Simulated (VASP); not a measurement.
# CrPtC4N4 (P-43m) in VASP: further runs

The runs below take CrPtC4N4 through single point, with PBE.

Program: VASP 6.6.1. These are calculated values, not measurements. Logs are shortened: lines on timing, memory, paths and dates and some standing lists are left out, and cuts for length are marked.

### 1 The cell of the first run

Symmetry: P-43m, No. 215, cubic system. The conventional cell has a = 5.765 Å, b = 5.765 Å, c = 5.765 Å, α = 90.00°, β = 90.00°, γ = 90.00°. Within 2.4 Å of Cr (site symmetry -43m) lie 4 N at 1.84 Å. Pt (site symmetry -43m) has 4 C at 1.96 Å within 2.6 Å. C (site symmetry 3m) has 1 N at 1.20 Å within 1.6 Å. Within 1.6 Å of N (site symmetry 3m) lie 1 C at 1.20 Å.

### 2 Single point, PBE, collinear spin, ferromagnetic start

INCAR reads:

```
ALGO     = Normal         # electronic algorithm
EDIFF    = 1E-7           # SCF threshold, eV
ENCUT    = 520            # plane-wave cutoff, eV
GGA      = PE             # functional
ISIF     = 2              # what is computed and relaxed
ISMEAR   = 0              # smearing method
ISPIN    = 2              # spin polarisation
LASPH    = T              # aspherical terms in the spheres
LCHARG   = F              # write CHGCAR
LMAXMIX  = 4              # l up to which the mixer works
LORBIT   = 11             # projections on sites
LREAL    = F              # projectors in reciprocal space
LWAVE    = F              # write WAVECAR
MAGMOM   = 3 0 0 0 0 0 0 0 0 0 # initial moments
NBANDS   = 44             # bands
NELM     = 150            # most SCF steps
PREC     = Accurate       # precision mode
SIGMA    = 0.1            # smearing width, eV
```

KPOINTS reads:

```
k-points
0
Gamma
  4 4 4
```

POSCAR reads:

```
CrPtC4N4
1.0
    5.7649318185      0.0000000000      0.0000000000
    0.0000000000      5.7649318185      0.0000000000
    0.0000000000      0.0000000000      5.7649318185
Cr Pt C N
1 1 4 4
Direct
    0.5000000000      0.5000000000      0.5000000000
    0.0000000000      0.0000000000      0.0000000000
    0.1963274626      0.1963274626      0.1963274626
    0.1963274626      0.8036725374      0.8036725374
    0.8036725374      0.1963274626      0.8036725374
    0.8036725374      0.8036725374      0.1963274626
    0.3160928523      0.3160928523      0.3160928523
    0.3160928523      0.6839071477      0.6839071477
    0.6839071477      0.3160928523      0.6839071477
    0.6839071477      0.6839071477      0.3160928523
```

Potentials or basis: VASP PAW PBE potentials, release 64 (Cr_pv, Pt, C, N).

Run with:

```sh
cat potpaw_PBE.64/Cr_pv/POTCAR potpaw_PBE.64/Pt/POTCAR potpaw_PBE.64/C/POTCAR potpaw_PBE.64/N/POTCAR > POTCAR
mpirun -np 1 vasp_std > vasp.out
```

OUTCAR:

```text
EDIFF = 1E-7
   ENCUT = 520
   GGA = PE
   ISIF = 2
   ISMEAR = 0
   ISPIN = 2
   LASPH = T
   LORBIT = 11
   LREAL = F
   NELM = 150
   PREC = Accurate

 ion  position               nearest neighbor table
   1  0.500  0.500  0.500-   7 1.84   8 1.84   9 1.84  10 1.84
   2  0.000  0.000  0.000-   3 1.96   4 1.96   5 1.96   6 1.96
   3  0.196  0.196  0.196-   7 1.20   2 1.96
   4  0.196  0.804  0.804-   8 1.20   2 1.96
   5  0.804  0.196  0.804-   9 1.20   2 1.96
   6  0.804  0.804  0.196-  10 1.20   2 1.96
   7  0.316  0.316  0.316-   3 1.20   1 1.84
   8  0.316  0.684  0.684-   4 1.20   1 1.84
   9  0.684  0.316  0.684-   5 1.20   1 1.84
  10  0.684  0.684  0.316-   6 1.20   1 1.84

  LATTYP: Found a simple cubic cell.
 ALAT       =     5.7649318185

  Lattice vectors:

 A1 = (   5.7649318185,   0.0000000000,   0.0000000000)
 A2 = (   0.0000000000,   5.7649318185,   0.0000000000)
 A3 = (   0.0000000000,   0.0000000000,   5.7649318185)

Analysis of symmetry for initial positions (statically):
=====================================================================
 Subroutine PRICEL returns:
 Original cell was already a primitive cell.

 Routine SETGRP: Setting up the symmetry group for a
 simple cubic supercell.

 Subroutine GETGRP returns: Found 24 space group operations
 (whereof 24 operations were pure point group operations)
 out of a pool of 48 trial point group operations.

The static configuration has the point symmetry T_d .

Analysis of symmetry for dynamics (positions and initial velocities):
=====================================================================
 Subroutine PRICEL returns:
 Original cell was already a primitive cell.

 Routine SETGRP: Setting up the symmetry group for a
 simple cubic supercell.

 Subroutine GETGRP returns: Found 24 space group operations
 (whereof 24 operations were pure point group operations)
 out of a pool of 48 trial point group operations.

The dynamic configuration has the point symmetry T_d .

Analysis of structural, dynamic, and magnetic symmetry:
=====================================================================
 Subroutine PRICEL returns:
 Original cell was already a primitive cell.

 Routine SETGRP: Setting up the symmetry group for a
 simple cubic supercell.

 Subroutine GETGRP returns: Found 24 space group operations
 (whereof 24 operations were pure point group operations)
 out of a pool of 48 trial point group operations.

The overall configuration has the point symmetry T_d .

 Subroutine INISYM returns: Found 24 space group operations
 (whereof 24 operations are pure point group operations),
 and found     1 'primitive' translations

----------------------------------------------------------------------------------------

                                     Primitive cell

  volume of cell :     191.5943

  direct lattice vectors                    reciprocal lattice vectors
     5.764931819  0.000000000  0.000000000     0.173462589  0.000000000  0.000000000
     0.000000000  5.764931819  0.000000000     0.000000000  0.173462589  0.000000000
     0.000000000  0.000000000  5.764931819     0.000000000  0.000000000  0.173462589

  length of vectors
     5.764931819  5.764931819  5.764931819     0.173462589  0.173462589  0.173462589

  position of ions in fractional coordinates (direct lattice)
     0.500000000  0.500000000  0.500000000
     0.000000000  0.000000000  0.000000000
     0.196327463  0.196327463  0.196327463
     0.196327463  0.803672537  0.803672537
     0.803672537  0.196327463  0.803672537
     0.803672537  0.803672537  0.196327463
     0.316092852  0.316092852  0.316092852
     0.316092852  0.683907148  0.683907148
     0.683907148  0.316092852  0.683907148
     0.683907148  0.683907148  0.316092852

  ion indices of the primitive-cell ions
   primitive index   ion index
                 1           1
                 2           2
                 3           3
                 4           4
                 5           5
                 6           6
                 7           7
                 8           8
                 9           9
                10          10

----------------------------------------------------------------------------------------

 KPOINTS: k-points

Automatic generation of k-mesh.
 Grid dimensions read from file:
 generate k-points for:    4    4    4

 Generating k-lattice:

  Cartesian coordinates                     Fractional coordinates (reciprocal lattice)
     0.043365647  0.000000000  0.000000000     0.250000000  0.000000000  0.000000000
     0.000000000  0.043365647  0.000000000     0.000000000  0.250000000  0.000000000
     0.000000000  0.000000000  0.043365647     0.000000000  0.000000000  0.250000000

  Length of vectors
     0.043365647  0.043365647  0.043365647

  Shift w.r.t. Gamma in fractional coordinates (k-lattice)
     0.000000000  0.000000000  0.000000000

 Subroutine IBZKPT returns following result:
 ===========================================

 Found     10 irreducible k-points:

 Following reciprocal coordinates:
            Coordinates               Weight
  0.000000  0.000000  0.000000      1.000000
  0.250000  0.000000  0.000000      6.000000
  0.500000  0.000000  0.000000      3.000000
  0.250000  0.250000  0.000000     12.000000
  0.500000  0.250000  0.000000     12.000000
  0.500000  0.500000  0.000000      3.000000
  0.250000  0.250000  0.250000      8.000000
  0.500000  0.250000  0.250000     12.000000
  0.500000  0.500000  0.250000      6.000000
  0.500000  0.500000  0.500000      1.000000
   k-points           NKPTS =     10   k-points in BZ     NKDIM =     10   number of bands    NBANDS=     44
   number of dos      NEDOS =    301   number of ions     NIONS =     10
   total plane-waves  NPLWV = 110592
   dimension x,y,z NGX =    48 NGY =   48 NGZ =   48
   dimension x,y,z NGXF=    96 NGYF=   96 NGZF=   96
   ions per type =               1   1   4   4
   NGX,Y,Z   is equivalent  to a cutoff of  13.84, 13.84, 13.84 a.u.
   NGXF,Y,Z  is equivalent  to a cutoff of  27.68, 27.68, 27.68 a.u.
 SYSTEM =  unknown system
   PREC   = accura    normal or accurate (medium, high low for compatibility)
   ISTART =      0    job   : 0-new  1-cont  2-samecut
   ICHARG =      2    charge: 1-file 2-atom 10-const
   ISPIN  =      2    spin polarized calculation?
   LNONCOLLINEAR =      F non collinear calculations
   LSORBIT =      F    spin-orbit coupling
   LASPH  =      T    aspherical Exc in radial PAW
   ENCUT  =  520.0 eV  38.22 Ry    6.18 a.u.  10.72 10.72 10.72*2*pi/ulx,y,z
   NELM   =    150;   NELMIN=  2; NELMDL= -5     # of ELM steps
   EDIFF  = 0.1E-06   stopping-criterion for ELM
   LREAL  =      F    real-space projection
   EDIFFG = 0.1E-05   stopping-criterion for IOM
   NSW    =      0    number of steps for IOM
   IBRION =     -1    ionic relax: 0-MD 1-quasi-New 2-CG
   NFREE  =      0    steps in history (QN), initial steepest desc. (CG)
   ISIF   =      2    stress and relaxation
   ISYM   =      2    0-nonsym 1-usesym 2-fastsym
   POTIM  = 0.5000    time-step for ionic-motion
   TEBEG  =    0.0;   TEEND  =   0.0 temperature during run
   PSTRESS=    0.0 pullay stress
   NELECT =      58.0000    total number of electrons
   NUPDOWN=      -1.0000    fix difference up-down
   EMIN   =  10.00;   EMAX   =-10.00  energy-range for DOS
   EFERMI =   0.00;   METHOD = LEGACY
   ISMEAR =     0;   SIGMA  =   0.10  broadening in eV -4-tet -1-fermi 0-gaus
   EFERMI_NEDOS =   21; number of points for ismear=-14 and -15
   IALGO  =     38    algorithm
   IMIX   =      4    mixing-type and parameters
     AMIX     =   0.40;   BMIX     =  1.00
     AMIX_MAG =   1.60;   BMIX_MAG =  1.00
  volume/ion in A,a.u.               =      19.16       129.29
  Fermi-wavevector in a.u.,A,eV,Ry     =   1.099234  2.077250 16.440116  1.208314
  Thomas-Fermi vector in A             =   2.235625
   LORBIT       =     11    0 simple, 1 ext, 2 COOP (PROOUT), +10 PAW based schemes
   GGA     = PE    functional components
   LHFCALC =     F    Hartree Fock is set to
   AEXX    =    0.0000 exact exchange contribution
   IVDW    =     0    specifies the selected vdW correction
   LEPSILON=     F    determine dielectric tensor
   LRPA    =     F    only Hartree local field effects (RPA)
 spin polarized calculation
 Gauss-broadening in eV      SIGMA  =   0.10
  energy-cutoff  :      520.00
  volume of cell :      191.59
 maximum number of plane-waves:      5232
 NGX is ok and might be reduce to    48
   NGX = 21   NGY = 21   NGZ = 21

 number of electron      57.9999990 magnetization       1.9999740

 Free energy of the ion-electron system (eV)
  ---------------------------------------------------
  ext. energy  EPLUGINS =         0.00000000
  ---------------------------------------------------
  free energy    TOTEN  =       -81.60934902 eV

  energy without entropy =      -81.60807821  energy(sigma->0) =      -81.60871362

 E-fermi :   0.2882     XC(G=0):  -7.6859

 val. band max:        0.1676078434   @ k =   0.5000   0.0000   0.0000
 cond. band min:       0.4432527037   @ k =   0.5000   0.2500   0.0000
 fundamental gap:      0.2756448603
 Fermi energy:         0.2882290181

 spin component 1

 k-point     1 :       0.0000    0.0000    0.0000
  band No.  band energies     occupation
      1     -44.8875      1.00000
      2     -44.8875      1.00000
      3     -44.8874      1.00000
      4     -18.0259      1.00000
      5     -17.8453      1.00000
      6     -17.8453      1.00000
[... 429 lines left out ...]
     40       5.0229      0.00000
     41       5.2759      0.00000
 Fermi energy:         0.2882290181

 spin component 2

 k-point     1 :       0.0000    0.0000    0.0000
  band No.  band energies     occupation
      1     -43.0623      1.00000
      2     -43.0622      1.00000
      3     -43.0622      1.00000
      4     -18.0015      1.00000
      5     -17.8210      1.00000
      6     -17.8210      1.00000
[... 429 lines left out ...]
     40       5.6376      0.00000
     41       5.6376      0.00000
 [bands above 41 left out]

------------------------ aborting loop because EDIFF is reached ----------------------------------------

  FORCE on cell =-STRESS in cart. coord.  units (eV):
  Direction    XX          YY          ZZ          XY          YZ          ZX
  --------------------------------------------------------------------------------------
  -------------------------------------------------------------------------------------
  Total        0.1654029      0.1654029      0.1654029      0.0000000      0.0000000     -0.0000000
  in kB        1.3831560      1.3831560      1.3831560      0.0000000      0.0000000     -0.0000000
  external PRESSURE =       1.3831560 kB  Pullay stress =       0.0000000 kB

 VOLUME and BASIS-vectors are now :
 -----------------------------------------------------------------------------
  energy-cutoff  :      520.00
  volume of cell :      191.59
      direct lattice vectors                 reciprocal lattice vectors
     5.764931819  0.000000000  0.000000000     0.173462589  0.000000000  0.000000000
     0.000000000  5.764931819  0.000000000     0.000000000  0.173462589  0.000000000
     0.000000000  0.000000000  5.764931819     0.000000000  0.000000000  0.173462589

 POSITION                                       TOTAL-FORCE (eV/Angst)
 -----------------------------------------------------------------------------------
      2.88247      2.88247      2.88247        -0.000000      0.000000     -0.000000
      0.00000      0.00000      0.00000        -0.000000      0.000000     -0.000000
      1.13181      1.13181      1.13181        -0.159287     -0.159287     -0.159287
      1.13181      4.63312      4.63312        -0.159287      0.159287      0.159287
      4.63312      1.13181      4.63312         0.159287     -0.159287      0.159287
      4.63312      4.63312      1.13181         0.159287      0.159287     -0.159287
      1.82225      1.82225      1.82225         0.140621      0.140621      0.140621
      1.82225      3.94268      3.94268         0.140621     -0.140621     -0.140621
      3.94268      1.82225      3.94268        -0.140621      0.140621     -0.140621
      3.94268      3.94268      1.82225        -0.140621     -0.140621      0.140621
 -----------------------------------------------------------------------------------
    total drift:                                0.000000      0.000000      0.000000

  FREE ENERGIE OF THE ION-ELECTRON SYSTEM (eV)
  ---------------------------------------------------
  free  energy   TOTEN  =       -81.6093490192 eV

  energy  without entropy=      -81.6080782143  energy(sigma->0) =      -81.60871362

 total charge

# of ion       s       p       d       tot
------------------------------------------
    1        0.395   6.441   4.165  11.001
    2        0.738   1.138   7.952   9.828
    3        0.945   1.561   0.000   2.506
    4        0.945   1.561   0.000   2.506
    5        0.945   1.561   0.000   2.506
    6        0.945   1.561   0.000   2.506
    7        1.291   2.627   0.000   3.918
    8        1.291   2.627   0.000   3.918
    9        1.291   2.627   0.000   3.918
   10        1.291   2.627   0.000   3.918
--------------------------------------------------
tot         10.078  24.329  12.117  46.525

 magnetization (x)

# of ion       s       p       d       tot
------------------------------------------
    1        0.011   0.023   1.721   1.755
    2       -0.003  -0.024   0.054   0.027
    3        0.006   0.040   0.000   0.046
    4        0.006   0.040   0.000   0.046
    5        0.006   0.040   0.000   0.046
    6        0.006   0.040   0.000   0.046
    7       -0.003  -0.036   0.000  -0.039
    8       -0.003  -0.036   0.000  -0.039
    9       -0.003  -0.036   0.000  -0.039
   10       -0.003  -0.036   0.000  -0.039
--------------------------------------------------
tot          0.019   0.017   1.775   1.812
```

It took 4.9 min on 1 thread of Oxide Virtual Turin-like, shared host; peak memory 0.44 GiB.

Results:

```
Free energy                                           : -81.6093 eV
Pressure                                              : 0.1 GPa
Largest force                                         : 0.276 eV/Å
Band gap on the k mesh                                : 0.28 eV, indirect (least direct gap 0.40 eV)
Net moment                                            : 2.00 μB per cell
Site moments                                          : Cr +1.75; Pt +0.03; C +0.05; N -0.04 μB
Valence electrons inside the program's atomic spheres : Cr 11.00; Pt 9.83; C 2.51; N 3.92
```

Forces on the atoms (eV/Å):
```
Cr   0.000  0.000  0.000
Pt   0.000  0.000  0.000
C   -0.159 -0.159 -0.159
C   -0.159  0.159  0.159
C    0.159 -0.159  0.159
C    0.159  0.159 -0.159
N    0.141  0.141  0.141
N    0.141 -0.141 -0.141
N   -0.141  0.141 -0.141
N   -0.141 -0.141  0.141
```

Caveat: spin-orbit coupling is left out, which moves the levels of the heavy elements; a cell with one magnetic atom can't hold antiferromagnetic order, which such compounds often take. A k mesh can miss the band edges.

### 3 Single point, PBE, collinear spin, ferromagnetic start

This run uses another cell than the first one, of 20.63 Å³/atom, 1.077 times its volume.

INCAR reads:

```
SYSTEM = CrPtC4N4
PREC     = Accurate       ! precision mode
ENCUT    = 520            ! plane-wave cutoff, eV
EDIFF    = 1E-7           ! SCF threshold, eV
ISMEAR   = 0              ! smearing method
SIGMA    = 0.1            ! smearing width, eV
LREAL    = .False.        ! projectors in reciprocal space
LASPH    = .True.         ! aspherical terms in the spheres
NELM     = 150            ! most SCF steps
ALGO     = Normal         ! electronic algorithm
ISIF     = 2              ! what is computed and relaxed
LWAVE    = .False.        ! write WAVECAR
LCHARG   = .False.        ! write CHGCAR
ISPIN    = 2              ! spin polarisation
MAGMOM   = 3 0 0 0 0 0 0 0 0 0 ! initial moments
LORBIT   = 11             ! projections on sites
LMAXMIX  = 4              ! l up to which the mixer works
GGA      = PE             ! functional
NBANDS   = 44             ! bands
```

KPOINTS reads:

```
regular mesh
0
Gamma
  4 4 4
  0 0 0
```

POSCAR reads:

```
CrPtC4N4
1.0
    5.9086026500      0.0000000000      0.0000000000
    0.0000000000      5.9086026500      0.0000000000
    0.0000000000      0.0000000000      5.9086026500
Cr Pt C N
1 1 4 4
Direct
    0.5000000000      0.5000000000      0.5000000000
    0.0000000000      0.0000000000      0.0000000000
    0.1873167900      0.1873167900      0.1873167900
    0.1873167900      0.8126832100      0.8126832100
    0.8126832100      0.1873167900      0.8126832100
    0.8126832100      0.8126832100      0.1873167900
    0.3016415900      0.3016415900      0.3016415900
    0.3016415900      0.6983584100      0.6983584100
    0.6983584100      0.3016415900      0.6983584100
    0.6983584100      0.6983584100      0.3016415900
```

Potentials or basis: VASP PAW PBE potentials, release 64 (Cr_pv, Pt, C, N).

Run with:

```sh
cat potpaw_PBE.64/Cr_pv/POTCAR potpaw_PBE.64/Pt/POTCAR potpaw_PBE.64/C/POTCAR potpaw_PBE.64/N/POTCAR > POTCAR
mpirun -np 1 vasp_std > vasp.out
```

Wall time 8.5 min (1 thread of Oxide Virtual Turin-like, shared host); peak memory 0.47 GiB.

It converged, with:

```
Free energy                                           : -80.7683 eV
Pressure                                              : 2.2 GPa
Largest force                                         : 3.188 eV/Å
Band gap on the k mesh                                : zero (filled and empty bands overlap)
Net moment                                            : 2.00 μB per cell
Site moments                                          : Cr +2.98; Pt -0.59; C +0.01; N -0.11 μB
Valence electrons inside the program's atomic spheres : Cr 10.45; Pt 10.03; C 2.59; N 3.90
```

Forces on the atoms (eV/Å):
```
Cr   0.000  0.000  0.000
Pt   0.000  0.000  0.000
C   -0.395 -0.395 -0.395
C   -0.395  0.395  0.395
C    0.395 -0.395  0.395
C    0.395  0.395 -0.395
N    1.840  1.840  1.840
N    1.840 -1.840 -1.840
N   -1.840  1.840 -1.840
N   -1.840 -1.840  1.840
```

Levels at points of the mesh, in eV from the Fermi level:
Spin up:
```
           k point  band 26  band 27  band 28  band 29  band 30  band 31  band 32  band 33  band 34  band 35
(0.00, 0.00, 0.00)    -0.90    -0.90    -0.55    -0.55    -0.55     0.12     0.12     0.12     5.02     5.11
(0.50, 0.00, 0.00)    -1.61    -1.19    -0.71    -0.71     0.06     0.16     0.55     0.55     4.56     4.56
(0.50, 0.50, 0.00)    -1.54    -1.18    -0.57    -0.57     0.05     0.17     0.46     0.46     4.71     4.71
(0.50, 0.50, 0.50)    -0.83    -0.83    -0.34    -0.34    -0.34     0.09     0.09     0.09     5.03     5.03
```
Spin down:
```csv
k point,band 25,band 26,band 27,band 28,band 29,band 30,band 31,band 32
"(0.00, 0.00, 0.00)",-2.83,-0.68,-0.68,-0.68,1.76,1.76,2.03,2.03
"(0.50, 0.00, 0.00)",-2.44,-0.75,-0.55,-0.55,1.58,1.85,2.13,2.15
"(0.50, 0.50, 0.00)",-2.36,-0.71,-0.46,-0.46,1.55,1.88,2.10,2.10
"(0.50, 0.50, 0.50)",-2.67,-0.52,-0.52,-0.52,1.77,1.77,2.08,2.08
```

Caveat: spin-orbit coupling is left out, which moves the levels of the heavy elements; a cell with one magnetic atom can't hold antiferromagnetic order, which such compounds often take; forces of over 1 eV/Å act on the atoms, so gaps and moduli don't describe the material at rest.
